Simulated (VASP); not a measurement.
A run of VASP 6.6.1:

INCAR

```
SYSTEM = CsPbCl3
PREC     = Accurate       ! precision mode
ENCUT    = 520            ! plane-wave cutoff, eV
EDIFF    = 1E-7           ! SCF threshold, eV
ISMEAR   = 0              ! smearing method
SIGMA    = 0.05           ! smearing width, eV
LREAL    = .FALSE.        ! projectors in reciprocal space
LASPH    = .TRUE.         ! aspherical terms in the spheres
NELM     = 80             ! most SCF steps
ALGO     = Normal         ! electronic algorithm
ISIF     = 2              ! what is computed and relaxed
LWAVE    = .FALSE.        ! write WAVECAR
LCHARG   = .TRUE.         ! write CHGCAR
GGA      = PS             ! functional
LELF     = .TRUE.         ! ELF
LVHAR    = .TRUE.       
NBANDS   = 30             ! bands
```

File KPOINTS:

```
regular mesh
0
G
  6 6 6
  0 0 0
```

POSCAR

```
CsPbCl3
1.0
    5.7629697657      0.0000000000      0.0000000000
    0.0000000000      5.7629697657      0.0000000000
    0.0000000000      0.0000000000      5.3019321845
Cs Pb Cl
1 1 3
Direct
    0.0000000000      0.0000000000      0.0000000000
    0.5000000000      0.5000000000      0.5000000000
    0.0000000000      0.5000000000      0.5000000000
    0.5000000000      0.0000000000      0.5000000000
    0.5000000000      0.5000000000      0.0000000000
```

Potentials or basis: VASP PAW PBE potentials, release 64 (Cs_sv, Pb_d, Cl).

Command:

```bash
$ cat potpaw_PBE.64/Cs_sv/POTCAR potpaw_PBE.64/Pb_d/POTCAR potpaw_PBE.64/Cl/POTCAR > POTCAR
$ mpirun -np 1 vasp_std > vasp.out
```

Hardware: 1 thread of Intel(R) Xeon(R) 6975P-C (Granite Rapids), on a shared host.

Task: Estimate the wall time of this run.

Result: It took 86 s on 1 thread of Intel(R) Xeon(R) 6975P-C (Granite Rapids), on a shared host, peak memory 0.41 GiB. Counts: scf iterations 15, k points 40.
